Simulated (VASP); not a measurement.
# Cr (Im-3m) in VASP: a series of runs, part 2 of 2

VASP 6.6.1. The steps go on from the part before.

## 3. Single point, PBE, collinear spin, ferromagnetic start

The input, INCAR:

```
SYSTEM = Cr
PREC = Accurate
ENCUT = 600
EDIFF = 1E-6
ISMEAR = -1
SIGMA = 0.05
LREAL = .False.
LASPH = .True.
NELM = 200
ALGO = Normal
ISIF = 2
LWAVE = .False.
LCHARG = .True.
ISPIN = 2
MAGMOM = 3
LORBIT = 11
NUPDOWN = 3.0
LMAXMIX = 4
GGA = PE
LELF = .True.
LVHAR = .True.
NBANDS = 17
GGA_COMPAT = .False.
```

The input, KPOINTS:

```
Automatic mesh
0
Gamma
  10 10 10
  0 0 0
```

The input, POSCAR:

```
Cr
1.0
   -1.4844496776      1.4844496776      1.4844496776
    1.4844496776     -1.4844496776      1.4844496776
    1.4844496776      1.4844496776     -1.4844496776
Cr
1
Direct
    0.0000000000      0.0000000000      0.0000000000
```

Potentials or basis: VASP PAW PBE potentials, release 64 (Cr_sv).

The run is started by

```sh
$ cat potpaw_PBE.64/Cr_sv/POTCAR > POTCAR
$ mpirun -np 1 vasp_std > vasp.out
```

OUTCAR:

```text
SYSTEM = Cr
   PREC = Accurate
   ENCUT = 600
   EDIFF = 1E-6
   ISMEAR = -1
   LREAL = .False.
   LASPH = .True.
   NELM = 200
   ISIF = 2
   ISPIN = 2
   LORBIT = 11
   NUPDOWN = 3.0
   GGA = PE

 ion  position               nearest neighbor table
   1  0.000  0.000  0.000-

  LATTYP: Found a body centered cubic cell.
 ALAT       =     2.9688993552

  Lattice vectors:

 A1 = (  -1.4844496776,   1.4844496776,   1.4844496776)
 A2 = (   1.4844496776,  -1.4844496776,   1.4844496776)
 A3 = (   1.4844496776,   1.4844496776,  -1.4844496776)

Analysis of symmetry for initial positions (statically):
=====================================================================
 Subroutine PRICEL returns:
 Original cell was already a primitive cell.

 Routine SETGRP: Setting up the symmetry group for a
 body centered cubic supercell.

 Subroutine GETGRP returns: Found 48 space group operations
 (whereof 48 operations were pure point group operations)
 out of a pool of 48 trial point group operations.

The static configuration has the point symmetry O_h .

Analysis of symmetry for dynamics (positions and initial velocities):
=====================================================================
 Subroutine PRICEL returns:
 Original cell was already a primitive cell.

 Routine SETGRP: Setting up the symmetry group for a
 body centered cubic supercell.

 Subroutine GETGRP returns: Found 48 space group operations
 (whereof 48 operations were pure point group operations)
 out of a pool of 48 trial point group operations.

The dynamic configuration has the point symmetry O_h .

Analysis of structural, dynamic, and magnetic symmetry:
=====================================================================
 Subroutine PRICEL returns:
 Original cell was already a primitive cell.

 Routine SETGRP: Setting up the symmetry group for a
 body centered cubic supercell.

 Subroutine GETGRP returns: Found 48 space group operations
 (whereof 48 operations were pure point group operations)
[... 131 lines left out ...]
 spin polarized calculation
  energy-cutoff  :      600.00
  volume of cell :       13.08
 maximum number of plane-waves:       466
 NGX is ok and might be reduce to    24
   NGX = 11   NGY = 11   NGZ = 11

 number of electron      13.9999995 magnetization       2.9999998

 Free energy of the ion-electron system (eV)
  ---------------------------------------------------
  ext. energy  EPLUGINS =         0.00000000
  ---------------------------------------------------
  free energy    TOTEN  =        -8.08043534 eV

  energy without entropy =       -8.05632648  energy(sigma->0) =       -8.06838091

 E-fermi :  11.8077     XC(G=0): -12.8585

 val. band max:       12.9773066662   @ k =   0.3000   0.2000   0.1000
 cond. band min:      11.8250895831   @ k =   0.4000   0.2000   0.0000
 fundamental gap:     -1.1522170832
 Fermi energy:        12.9845505315

 spin component 1

 k-point     1 :       0.0000    0.0000    0.0000
  band No.  band energies     occupation
      1     -60.0566      1.00000
      2     -31.0338      1.00000
      3     -31.0338      1.00000
      4     -31.0338      1.00000
      5       4.0271      1.00000
      6      10.8209      1.00000
[... 459 lines left out ...]
      6      10.1764      1.00000
[... 9 lines left out ...]
     16      38.8263      0.00000
     17      46.3187      0.00000

 [... further k-points ...]

 spin component 2

 k-point     1 :       0.0000    0.0000    0.0000
  band No.  band energies     occupation
      1     -57.3043      1.00000
      2     -28.3088      1.00000
      3     -28.3088      1.00000
      4     -28.3088      1.00000
      5       5.2735      1.00000
      6      13.3789      0.00000
[... 459 lines left out ...]
      6      12.4762      0.00000
[... 9 lines left out ...]
     16      40.2229      0.00000
     17      47.5942      0.00000

 [... further k-points ...]

------------------------ aborting loop because EDIFF is reached ----------------------------------------

  FORCE on cell =-STRESS in cart. coord.  units (eV):
  Direction    XX          YY          ZZ          XY          YZ          ZX
  --------------------------------------------------------------------------------------
  -------------------------------------------------------------------------------------
  Total        1.7947319      1.7947319      1.7947319      0.0000000      0.0000000     -0.0000000
  in kB      219.7625751    219.7625751    219.7625751      0.0000000      0.0000000     -0.0000000
  external PRESSURE =     219.7625751 kB  Pullay stress =       0.0000000 kB

 VOLUME and BASIS-vectors are now :
 -----------------------------------------------------------------------------
  energy-cutoff  :      600.00
  volume of cell :       13.08
      direct lattice vectors                 reciprocal lattice vectors
    -1.484449678  1.484449678  1.484449678     0.000000000  0.336825160  0.336825160
     1.484449678 -1.484449678  1.484449678     0.336825160  0.000000000  0.336825160
     1.484449678  1.484449678 -1.484449678     0.336825160  0.336825160  0.000000000

 POSITION                                       TOTAL-FORCE (eV/Angst)
 -----------------------------------------------------------------------------------
      0.00000      0.00000      0.00000         0.000000      0.000000     -0.000000
 -----------------------------------------------------------------------------------
    total drift:                                0.000000      0.000000     -0.000000

  FREE ENERGIE OF THE ION-ELECTRON SYSTEM (eV)
  ---------------------------------------------------
  free  energy   TOTEN  =        -8.0804353410 eV

  energy  without entropy=       -8.0563264784  energy(sigma->0) =       -8.06838091

 total charge

# of ion       s       p       d       tot
------------------------------------------
    1        2.175   5.991   3.645  11.810

 magnetization (x)

# of ion       s       p       d       tot
------------------------------------------
    1        0.005   0.035   2.439   2.480
```

OSZICAR:

```text
N       E                     dE             d eps       ncg     rms          rms(c)
DAV:   1     0.174464876820E+03    0.17446E+03   -0.74852E+03  3804   0.124E+03
DAV:   2    -0.144200169490E+01   -0.17591E+03   -0.16467E+03  3258   0.382E+02
DAV:   3    -0.806958011782E+01   -0.66276E+01   -0.65100E+01  4329   0.915E+01
DAV:   4    -0.862507954116E+01   -0.55550E+00   -0.55341E+00  5345   0.199E+01
DAV:   5    -0.862786231361E+01   -0.27828E-02   -0.27825E-02  4213   0.142E+00    0.978E+00
DAV:   6    -0.800574749291E+01    0.62211E+00   -0.12737E+00  3929   0.333E+01    0.481E+00
DAV:   7    -0.806843697345E+01   -0.62689E-01   -0.12459E-01  5113   0.650E+00    0.292E+00
DAV:   8    -0.807960640222E+01   -0.11169E-01   -0.12721E-02  4307   0.213E+00    0.132E+00
DAV:   9    -0.807995131621E+01   -0.34491E-03   -0.78229E-03  5494   0.164E+00    0.224E-01
DAV:  10    -0.808043481505E+01   -0.48350E-03   -0.49216E-04  4040   0.336E-01    0.108E-01
DAV:  11    -0.808043722797E+01   -0.24129E-05   -0.32301E-05  4723   0.819E-02    0.487E-02
DAV:  12    -0.808043405768E+01    0.31703E-05   -0.13871E-05  4632   0.686E-02    0.112E-02
DAV:  13    -0.808043535290E+01   -0.12952E-05   -0.82100E-07  2987   0.123E-02    0.177E-03
DAV:  14    -0.808043534104E+01    0.11857E-07   -0.93301E-08  1829   0.477E-03
   1 F= -.80804353E+01 E0= -.80683809E+01  d E =-.241089E-01  mag=     3.0000
```

Wall time 30 s (1 thread of Intel Xeon Platinum 8259CL at 2.50GHz (Skylake/Cascade Lake), shared host); peak memory 0.15 GiB.

Results:

- Free energy: -8.0804 eV
- Pressure: 22.0 GPa
- Net moment: 3.00 μB per cell
- Site moments: Cr +2.48 μB
- Valence electrons inside the program's atomic spheres: Cr 11.81

Caveat: the total moment is fixed, so each spin has its own Fermi level.
